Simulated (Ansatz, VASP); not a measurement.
## Two plane-wave programs on Ta2C

```xyz
3
Lattice="3.1059 0.0000 0.0000 -1.5530 2.6898 0.0000 0.0000 0.0000 4.9464" Properties=species:S:1:pos:R:3 pbc="T T T"
Ta    0.0000    1.7932    1.2465
Ta    1.5530    0.8966    3.6999
C     0.0000    0.0000    0.0000
```

Alike in both runs: task single point; functional LDA; k mesh 6 × 6 × 4; occupations gaussian, width 0.1 eV; no spin polarisation.

```csv
,VASP,Ansatz
version,VASP 6.6.1,Ansatz 0.2.0
potentials or method,"VASP PAW LDA potentials, release 64 (Ta_sv_GW, C), cutoff 700 eV","scalar-relativistic, plane waves, PAW"
valence electrons in the cell,30,30
```

|  | VASP | Ansatz | Ansatz less VASP |
| --- | --- | --- | --- |
| gap on the k mesh at the Fermi level (eV) | none | none | - |
| pressure (GPa) | -7.7 | -8.5 | -0.76 |
| traceless stress, the component that is largest in VASP (GPa) | -0.40 | -0.41 | -0.016 |
| rms of the force components (eV/Å) | 0.086 | 0.064 | -0.0228 |

LDA's correlation is that of Perdew and Zunger in VASP and of Perdew and Wang (1992) in Ansatz. Atom by atom the forces differ by 0.023 eV/Å (rms over components). A gap of «none» marks a metal or a gap that the smearing closes.

The k mesh is coarse, so the values compare programs but aren't converged. Neither program's run includes spin-orbit coupling.
